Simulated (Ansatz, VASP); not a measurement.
**WC in VASP and in Ansatz**

```
W C
1.0
     0.00000    2.19268    2.19268
     2.19268    0.00000    2.19268
     2.19268    2.19268    0.00000
W C
1 1
Direct
  0.00000 0.00000 0.00000
  0.50000 0.50000 0.50000
```

Alike in both runs: task single point; functional LDA; k mesh 11 × 11 × 11; no spin polarisation.

|  | VASP | Ansatz |
| --- | --- | --- |
| version | VASP 6.6.1 | Ansatz 0.2.0 |
| potentials or method | VASP PAW LDA potentials, release 64 (W_sv, C), cutoff 520 eV | plane waves, PAW |
| occupations | methfessel-paxton of order 1, width 0.1 eV | cold, width 0.1 eV |
| valence electrons in the cell | 18 | 18 |

|  | VASP | Ansatz | Ansatz less VASP |
| --- | --- | --- | --- |
| pressure (GPa) | -13.8 | -15.9 | -2.09 |

LDA's correlation is that of Perdew and Zunger in VASP and of Perdew and Wang (1992) in Ansatz.

Spin-orbit coupling is off throughout.
